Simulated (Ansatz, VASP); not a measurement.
One calculation of Ni, two programs

```
Ni
1.0
     0.00000    1.73300    1.73300
     1.73300    0.00000    1.73300
     1.73300    1.73300    0.00000
Ni
1
Direct
  0.00000 0.00000 0.00000
```

Alike in both runs: task relaxation of cell and atoms; functional PBEsol; k mesh 20 × 20 × 20; occupations gaussian, width 0.1 eV; collinear spin.

```csv
,VASP,Ansatz
version,VASP 6.6.1,Ansatz 0.2.0
potentials or method,"VASP PAW PBE potentials, release 64 (Ni), cutoff 600 eV","scalar-relativistic, plane waves, PAW"
valence electrons in the cell,10,18
```

|  | VASP | Ansatz | Ansatz less VASP |
| --- | --- | --- | --- |
| gap on the k mesh at the Fermi level, each at its own relaxed structure (eV) | none | none | - |
| net moment per atom (μB) | 0.62 | 0.63 | +0.010 |
| size of the moment on the site where the two differ most (μB) | 0.63 | 0.67 | +0.039 |
| relaxed volume (Å³/atom) | 10.38 | 10.38 | +0.008 |
| relaxed cell length with the largest relative difference (Å) | 2.448 | 2.449 | +0.0006 |

VASP's potentials were made for PBE, not for PBEsol. Site moments also hang on the region over which each program counts them. A gap of «none» marks a metal or a gap that the smearing closes. VASP's potentials hold 10 valence electrons a cell and Ansatz's 18, so a difference there can come from the potentials and not from the codes.
